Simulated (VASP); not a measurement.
Set up this calculation in VASP 6.6.1, as the native input.

- Task: single point
- Functional: PBEsol
- Potentials or basis: VASP PAW PBE potentials, release 64 (Bi_d)
- Cutoff: 520 eV
- k mesh: 20 × 20 × 20
- Occupations: gaussian, width 0.05 eV
- Spin: non-collinear spin, zero start, spin-orbit coupling
- Starting moments: [[0.0, 0.0, 0.0]] μB
- Dipole correction: no
- Further INCAR settings: ALGO = Normal; EDIFF = 1e-06; NBANDS = 26

The structure of Bi lies in POSCAR:

```
Bi
1.0
   -1.5710345200      1.5710345200      1.5710345200
    1.5710345200     -1.5710345200      1.5710345200
    1.5710345200      1.5710345200     -1.5710345200
Bi
1
Direct
    0.0000000000      0.0000000000      0.0000000000
```

This isn't the form of Bi at room conditions, which is rhombohedral.

One way to write it, as run:

INCAR

```
SYSTEM = Bi
ALGO = Normal
EDIFF = 1E-6
ENCUT = 520
GGA = PS
GGA_COMPAT = .FALSE.
ISIF = 2
ISMEAR = 0
LASPH = .TRUE.
LCHARG = .FALSE.
LORBIT = 11
LORBMOM = .TRUE.
LREAL = .FALSE.
LSORBIT = .TRUE.
LWAVE = .FALSE.
MAGMOM = 0 0 0
NBANDS = 26
NELM = 150
PREC = Accurate
SIGMA = 0.05
```

KPOINTS

```
k-points
0
G
  20 20 20
  0 0 0
```

Potentials or basis: VASP PAW PBE potentials, release 64 (Bi_d).

Launch:

```bash
$ cat potpaw_PBE.64/Bi_d/POTCAR > POTCAR
$ mpirun -np 1 vasp_ncl > vasp.out
```

It gave:

The pressure is 185.7 GPa and the net moment is 0.00 μB per cell. The valence electrons inside the program's atomic spheres are Bi 13.64.

Caveat: the cell stands under pressure; the PAW data sets were made with another functional, which shifts forces and pressure a little.

It took 120 s on 1 thread of Intel Xeon 8259CL, on a shared host, peak memory 0.23 GiB.
